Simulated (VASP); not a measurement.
Set up this calculation in VASP 6.6.1, as the native input.

```
Task                   : single point
Functional             : PBE
Potentials or basis    : VASP PAW PBE potentials, release 64 (Pd)
Cutoff                 : 520 eV
k mesh                 : 10 × 10 × 10
Occupations            : fermi-dirac, width 0.05 eV
Spin                   : no spin polarisation
Dipole correction      : no
Further INCAR settings : ALGO = Normal; EDIFF = 1e-07; NBANDS = 11
```

The structure of Pd lies in POSCAR:

```
Pd
1.0
    0.0000000000      1.8686400000      1.9465000000
    1.8686400000      0.0000000000      1.9465000000
    1.8686400000      1.8686400000      0.0000000000
Pd
1
Direct
    0.0000000000      0.0000000000      0.0000000000
```

The input as run:

INCAR

```
SYSTEM = Pd
ALGO = Normal ; EDIFF = 1E-7
ENCUT = 520 ; GGA = PE
ISIF = 2 ; ISMEAR = -1
LASPH = .True. ; LCHARG = .True.
LELF = .True. ; LREAL = .False.
LVHAR = .True. ; LWAVE = .False.
NBANDS = 11 ; NELM = 60
PREC = Accurate ; SIGMA = 0.05
```

KPOINTS

```
k-points
0
Gamma
  10 10 10
  0 0 0
```

Potentials or basis: VASP PAW PBE potentials, release 64 (Pd).

Command:

```bash
$ cat potpaw_PBE.64/Pd/POTCAR > POTCAR
$ mpirun -np 1 vasp_std > vasp.out
```

Results of the run:

| Item | Value |
| --- | --- |
| Pressure | 27.5 GPa |
| Band gap on the k mesh | zero (band 5 reaches 11.76 eV, above the bottom of band 6 at 9.84 eV) |

Wall time 13 s on 1 thread of AMD EPYC 7R43 64-Core Processor (Zen 3), with other jobs on the host, peak memory 0.1 GiB.
